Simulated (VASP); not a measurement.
# AlCo (P6/mmm) in VASP: relaxation of cell and atoms with PBE

Aim: the relaxation of cell and atoms of AlCo with PBE.

Program: VASP 6.6.1. These are calculated values, not measurements. Logs are shortened: lines on timing, memory, paths and dates and some standing lists are left out, and cuts for length are marked.

## Step 1: The cell of the first run

Symmetry: P6/mmm, No. 191, hexagonal system. The conventional cell has a = 5.123 Å, b = 5.123 Å, c = 3.819 Å, α = 90.00°, β = 90.00°, γ = 120.00°. Al (site symmetry mmm) has 6 Co at 2.42 to 2.56 Å and 4 Al at 2.56 Å within 3.2 Å. Co (site symmetry 6/mmm) has 6 Al at 2.56 Å and 12 Co at 3.52 Å within 3.6 Å. Within 3.2 Å of Co (site symmetry -6m2) lie 6 Al at 2.42 Å and 3 Co at 2.96 Å.

## Step 2: Relaxation of cell and atoms, PBE

INCAR reads:

```
SYSTEM = AlCo
PREC = Accurate
ENCUT = 600
EDIFF = 1E-6
ISMEAR = 0
SIGMA = 0.1
LREAL = .FALSE.
LASPH = .TRUE.
NELM = 80
ALGO = Fast
ISIF = 3
LWAVE = .FALSE.
LCHARG = .FALSE.
GGA = PE
IBRION = 2
NSW = 100
EDIFFG = -0.01
```

KPOINTS reads:

```
Automatic mesh
0
G
  12 12 10
  0 0 0
```

POSCAR reads:

```
AlCo
1.0
    5.1229643032      0.0000000000      0.0000000000
   -2.5614821516      4.4366172292      0.0000000000
    0.0000000000      0.0000000000      3.8185946416
Al Co
3 3
Direct
    0.5000000000      0.0000000000      0.0000000000
    0.5000000000      0.5000000000      0.0000000000
    0.0000000000      0.5000000000      0.0000000000
    0.0000000000      0.0000000000      0.0000000000
    0.3333333333      0.6666666667      0.5000000000
    0.6666666667      0.3333333333      0.5000000000
```

Potentials or basis: VASP PAW PBE potentials, release 64 (Al, Co).

The run is started by

```sh
$ cat potpaw_PBE.64/Al/POTCAR potpaw_PBE.64/Co/POTCAR > POTCAR
$ mpirun -np 1 vasp_std > vasp.out
```

OUTCAR:

```text
SYSTEM = AlCo
   PREC = Accurate
   ENCUT = 600
   EDIFF = 1E-6
   ISMEAR = 0
   LREAL = .FALSE.
   LASPH = .TRUE.
   NELM = 80
   ISIF = 3
   GGA = PE
   IBRION = 2
   NSW = 100
   EDIFFG = -0.01

 ion  position               nearest neighbor table
   1  0.500  0.000  0.000-   5 2.42   6 2.42   5 2.42   6 2.42   2 2.56   3 2.56   2 2.56   3 2.56
                             4 2.56   4 2.56
   2  0.500  0.500  0.000-   5 2.42   6 2.42   5 2.42   6 2.42   1 2.56   4 2.56   1 2.56   4 2.56
                             3 2.56   3 2.56
   3  0.000  0.500  0.000-   5 2.42   6 2.42   5 2.42   6 2.42   1 2.56   4 2.56   4 2.56   1 2.56
                             2 2.56   2 2.56
   4  0.000  0.000  0.000-   2 2.56   3 2.56   3 2.56   2 2.56   1 2.56   1 2.56
   5  0.333  0.667  0.500-   1 2.42   1 2.42   3 2.42   3 2.42   2 2.42   2 2.42   6 2.96   6 2.96
                             6 2.96
   6  0.667  0.333  0.500-   1 2.42   1 2.42   3 2.42   3 2.42   2 2.42   2 2.42   5 2.96   5 2.96
                             5 2.96

  LATTYP: Found a hexagonal cell.
 ALAT       =     5.1229643032
 C/A-ratio  =     0.7453877122

  Lattice vectors:

 A1 = (   5.1229643032,   0.0000000000,   0.0000000000)
 A2 = (  -2.5614821516,   4.4366172292,   0.0000000000)
 A3 = (   0.0000000000,   0.0000000000,   3.8185946416)

Analysis of symmetry for initial positions (statically):
=====================================================================
 Subroutine PRICEL returns:
 Original cell was already a primitive cell.

 Routine SETGRP: Setting up the symmetry group for a
 hexagonal supercell.

 Subroutine GETGRP returns: Found 24 space group operations
 (whereof 24 operations were pure point group operations)
 out of a pool of 24 trial point group operations.

The static configuration has the point symmetry D_6h.

Analysis of symmetry for dynamics (positions and initial velocities):
=====================================================================
 Subroutine PRICEL returns:
 Original cell was already a primitive cell.

 Routine SETGRP: Setting up the symmetry group for a
 hexagonal supercell.

 Subroutine GETGRP returns: Found 24 space group operations
 (whereof 24 operations were pure point group operations)
 out of a pool of 24 trial point group operations.

The dynamic configuration has the point symmetry D_6h.

 Subroutine INISYM returns: Found 24 space group operations
 (whereof 24 operations are pure point group operations),
 and found     1 'primitive' translations

----------------------------------------------------------------------------------------

                                     Primitive cell

  volume of cell :      86.7914

  direct lattice vectors                    reciprocal lattice vectors
     5.122964303  0.000000000  0.000000000     0.195199486  0.112698476  0.000000000
    -2.561482152  4.436617229  0.000000000     0.000000000  0.225396952  0.000000000
     0.000000000  0.000000000  3.818594642     0.000000000  0.000000000  0.261876448

  length of vectors
     5.122964303  5.122964303  3.818594642     0.225396952  0.225396952  0.261876448

  position of ions in fractional coordinates (direct lattice)
     0.500000000  0.000000000  0.000000000
     0.500000000  0.500000000  0.000000000
     1.000000000  0.500000000  0.000000000
     0.000000000  0.000000000  0.000000000
     0.333333333  0.666666667  0.500000000
     0.666666667  0.333333333  0.500000000

  ion indices of the primitive-cell ions
   primitive index   ion index
                 1           1
                 2           2
                 3           3
                 4           4
                 5           5
                 6           6

----------------------------------------------------------------------------------------

 KPOINTS: Automatic mesh

Automatic generation of k-mesh.
 Grid dimensions read from file:
 generate k-points for:   12   12   10

 Generating k-lattice:

  Cartesian coordinates                     Fractional coordinates (reciprocal lattice)
     0.016266624  0.009391540  0.000000000     0.083333333 -0.000000000  0.000000000
     0.000000000  0.018783079  0.000000000     0.000000000  0.083333333  0.000000000
     0.000000000  0.000000000  0.026187645     0.000000000  0.000000000  0.100000000

  Length of vectors
     0.018783079  0.018783079  0.026187645

  Shift w.r.t. Gamma in fractional coordinates (k-lattice)
     0.000000000  0.000000000  0.000000000

 Subroutine IBZKPT returns following result:
 ===========================================

 Found    114 irreducible k-points:

 Following reciprocal coordinates:
            Coordinates               Weight
  0.000000  0.000000  0.000000      1.000000
  0.083333  0.000000  0.000000      6.000000
  0.166667  0.000000  0.000000      6.000000
  0.250000  0.000000  0.000000      6.000000
  0.333333  0.000000  0.000000      6.000000
  0.416667  0.000000  0.000000      6.000000
[... 16 lines left out ...]
  0.250000  0.000000  0.100000     12.000000
  0.333333  0.000000  0.100000     12.000000
 [... further k-points ...]
   k-points           NKPTS =    114   k-points in BZ     NKDIM =    114   number of bands    NBANDS=     22
   number of dos      NEDOS =    301   number of ions     NIONS =      6
   total plane-waves  NPLWV =  56448
   dimension x,y,z NGX =    42 NGY =   42 NGZ =   32
   dimension x,y,z NGXF=    84 NGYF=   84 NGZF=   64
   ions per type =               3   3
   NGX,Y,Z   is equivalent  to a cutoff of  13.63, 13.63, 13.93 a.u.
   NGXF,Y,Z  is equivalent  to a cutoff of  27.26, 27.26, 27.86 a.u.
 SYSTEM =  AlCo
   PREC   = accura    normal or accurate (medium, high low for compatibility)
   ISTART =      0    job   : 0-new  1-cont  2-samecut
   ICHARG =      2    charge: 1-file 2-atom 10-const
   ISPIN  =      1    spin polarized calculation?
   LNONCOLLINEAR =      F non collinear calculations
   LSORBIT =      F    spin-orbit coupling
   LASPH  =      T    aspherical Exc in radial PAW
   ENCUT  =  600.0 eV  44.10 Ry    6.64 a.u.  10.23 10.23  7.63*2*pi/ulx,y,z
   NELM   =     80;   NELMIN=  2; NELMDL= -5     # of ELM steps
   EDIFF  = 0.1E-05   stopping-criterion for ELM
   LREAL  =      F    real-space projection
   EDIFFG = -.1E-01   stopping-criterion for IOM
   NSW    =    100    number of steps for IOM
   IBRION =      2    ionic relax: 0-MD 1-quasi-New 2-CG
   NFREE  =      1    steps in history (QN), initial steepest desc. (CG)
   ISIF   =      3    stress and relaxation
   ISYM   =      2    0-nonsym 1-usesym 2-fastsym
   POTIM  = 0.5000    time-step for ionic-motion
   TEBEG  =    0.0;   TEEND  =   0.0 temperature during run
   PSTRESS=    0.0 pullay stress
   NELECT =      36.0000    total number of electrons
   NUPDOWN=      -1.0000    fix difference up-down
   EMIN   =  10.00;   EMAX   =-10.00  energy-range for DOS
   EFERMI =   0.00;   METHOD = LEGACY
   ISMEAR =     0;   SIGMA  =   0.10  broadening in eV -4-tet -1-fermi 0-gaus
   EFERMI_NEDOS =   21; number of points for ismear=-14 and -15
   IALGO  =     68    algorithm
   IMIX   =      4    mixing-type and parameters
     AMIX     =   0.40;   BMIX     =  1.00
     AMIX_MAG =   1.60;   BMIX_MAG =  1.00
  volume/ion in A,a.u.               =      14.47        97.62
  Fermi-wavevector in a.u.,A,eV,Ry     =   1.220909  2.307184 20.281108  1.490619
  Thomas-Fermi vector in A             =   2.356110
   LORBIT       =      0    0 simple, 1 ext, 2 COOP (PROOUT), +10 PAW based schemes
   GGA     = PE    functional components
   LHFCALC =     F    Hartree Fock is set to
   AEXX    =    0.0000 exact exchange contribution
   IVDW    =     0    specifies the selected vdW correction
   LEPSILON=     F    determine dielectric tensor
   LRPA    =     F    only Hartree local field effects (RPA)
 conjugate gradient relaxation of ions
 non-spin polarized calculation
 RMM-DIIS sequential band-by-band and
 Gauss-broadening in eV      SIGMA  =   0.10
  energy-cutoff  :      600.00
  volume of cell :       86.79
 maximum number of plane-waves:      2928
 NGX is ok and might be reduce to    42
   NGX = 21   NGY = 21   NGZ = 15

--------------------------------------- Ionic step        1  -------------------------------------------

 number of electron      35.9999993 magnetization

 Free energy of the ion-electron system (eV)
  ---------------------------------------------------
  ext. energy  EPLUGINS =         0.00000000
  ---------------------------------------------------
  free energy    TOTEN  =       -30.83486704 eV

  energy without entropy =      -30.81256621  energy(sigma->0) =      -30.82371662

------------------------ aborting loop because EDIFF is reached ----------------------------------------

  FORCE on cell =-STRESS in cart. coord.  units (eV):
  Direction    XX          YY          ZZ          XY          YZ          ZX
  --------------------------------------------------------------------------------------
  -------------------------------------------------------------------------------------
  Total        0.2100793      0.2100793      0.0433674      0.0000000     -0.0000000      0.0000000
  in kB        3.8780816      3.8780816      0.8005654      0.0000000     -0.0000000      0.0000000
  external PRESSURE =       2.8522428 kB  Pullay stress =       0.0000000 kB
[... 305 lines left out ...]
  energy  without entropy=      -30.9134195589  energy(sigma->0) =      -30.92352441

--------------------------------------- Ionic step        9  -------------------------------------------

 number of electron      35.9999991 magnetization

 Free energy of the ion-electron system (eV)
  ---------------------------------------------------
  ext. energy  EPLUGINS =         0.00000000
  ---------------------------------------------------
  free energy    TOTEN  =       -30.93368981 eV

  energy without entropy =      -30.91341927  energy(sigma->0) =      -30.92355454

 E-fermi :   7.4838     XC(G=0): -11.0197

 val. band max:        7.4705274169   @ k =   0.1667   0.0833   0.2000
 cond. band min:       7.4840077355   @ k =   0.1667   0.0000   0.0000
 fundamental gap:      0.0134803185
 Fermi energy:         7.4838351761

 k-point     1 :       0.0000    0.0000    0.0000
  band No.  band energies     occupation
      1      -2.5145      2.00000
      2       2.3084      2.00000
      3       3.9692      2.00000
      4       3.9692      2.00000
      5       4.8332      2.00000
      6       4.8332      2.00000
[... 574 lines left out ...]
      6       5.3156      2.00000
[... 14 lines left out ...]
     21       9.5662      0.00000
     22      10.3543      0.00000

 [... further k-points ...]
[... 5 lines left out ...]
  --------------------------------------------------------------------------------------
  -------------------------------------------------------------------------------------
  Total       -0.0052297     -0.0052297      0.0115812      0.0000000      0.0000000      0.0000000
  in kB       -0.0964854     -0.0964854      0.2136656      0.0000000      0.0000000      0.0000000
  external PRESSURE =       0.0068983 kB  Pullay stress =       0.0000000 kB
[... 21 lines left out ...]
  FREE ENERGIE OF THE ION-ELECTRON SYSTEM (eV)
  ---------------------------------------------------
  free  energy   TOTEN  =       -30.9336898062 eV

  energy  without entropy=      -30.9134192745  energy(sigma->0) =      -30.92355454

 reached required accuracy - stopping structural energy minimisation
```

Wall time 56 min (1 thread of Oxide Virtual Turin-like, shared host); peak memory 0.38 GiB.

Results:

```
Free energy                           : -30.9337 eV
Relaxed volume                        : 14.47 Å³/atom
Relaxed cell                          : a = 5.130 Å, b = 5.130 Å, c = 3.811 Å, α = 90.00°, β = 90.00°, γ = 120.00°
Space group after relaxing (to 0.1 Å) : P6/mmm (No. 191)
Energy gained by relaxing             : 16.5 meV/atom
Ionic steps                           : 9
Pressure after relaxing               : 0.0 GPa
Band gap on the k mesh                : zero (bands 18 and 19 overlap by 0.48 eV)
```

Step by step:
```tsv
step	energy change (eV)	largest force (eV/Å)	pressure (GPa)	volume (Å³)
1	0.0000	0.0000	0.29	86.79
2	-0.0984	0.0000	-0.31	87.12
3	-0.0984	0.0000	-0.32	87.11
4	-0.0986	0.0000	-0.27	86.98
5	-0.0986	0.0000	-0.12	86.89
6	-0.0988	0.0000	-0.11	86.92
7	-0.0988	0.0000	-0.20	86.93
8	-0.0988	0.0000	0.18	86.73
9	-0.0988	0.0000	0.00	86.84
```

Final structure:
```cif
data_structure
_symmetry_space_group_name_H-M 'P 1'
_symmetry_Int_Tables_number 1
_cell_length_a 5.1298
_cell_length_b 5.1298
_cell_length_c 3.8107
_cell_angle_alpha 90.000
_cell_angle_beta 90.000
_cell_angle_gamma 120.000
_cell_volume 86.84
loop_
_atom_site_label
_atom_site_type_symbol
_atom_site_fract_x
_atom_site_fract_y
_atom_site_fract_z
_atom_site_occupancy
Al1 Al 0.50000 0.00000 0.00000 1
Al2 Al 0.50000 0.50000 0.00000 1
Al3 Al 0.00000 0.50000 0.00000 1
Co1 Co 0.00000 0.00000 0.00000 1
Co2 Co 0.33333 0.66667 0.50000 1
Co3 Co 0.66667 0.33333 0.50000 1
```

Caveat: the run has no spin polarisation, though such a crystal can be magnetic.
